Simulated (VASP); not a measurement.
Runs of VASP 6.6.1 on Zn3InN3. The structure is that of space group Pm-3m (No. 221), or close to it. The cells are those of the table. The cell was generated, and may not be a known phase.

| task | spin | cell | cutoff (eV) | gap on the mesh (eV) | pressure (GPa) | moment (μB) |
| --- | --- | --- | --- | --- | --- | --- |
| single point | collinear, ferromagnetic start | a = 4.669 Å, 7 atoms | 520 | none | 10.0 | (a) |
| single point | off | a = 4.669 Å, 7 atoms | 520 | none | 8.4 | - |
| single point | collinear, ferromagnetic start | a = 4.834 Å, 7 atoms | 520 | none | 0.6 | 2.74 |
| relaxation of cell and atoms | collinear, ferromagnetic start | relaxed from a = 4.669 Å, 7 atoms | 600 | none | 0.0 | 2.74 |

Alike in all rows: level PBE; potentials or basis VASP PAW PBE potentials, release 64 (Zn, In_d, N); k mesh 4 × 4 × 4; smearing gaussian 0.1 eV.

Q: Fill in the values left out.

A: (a) 2.79.

Caveats: spin-orbit coupling is left out, which moves the levels of the heavy elements; the cell stands under pressure (at least some runs).

A k mesh can miss the band edges, and the runs leave out spin-orbit coupling on In.

A gap of «none» marks levels without a gap at the run's occupations.
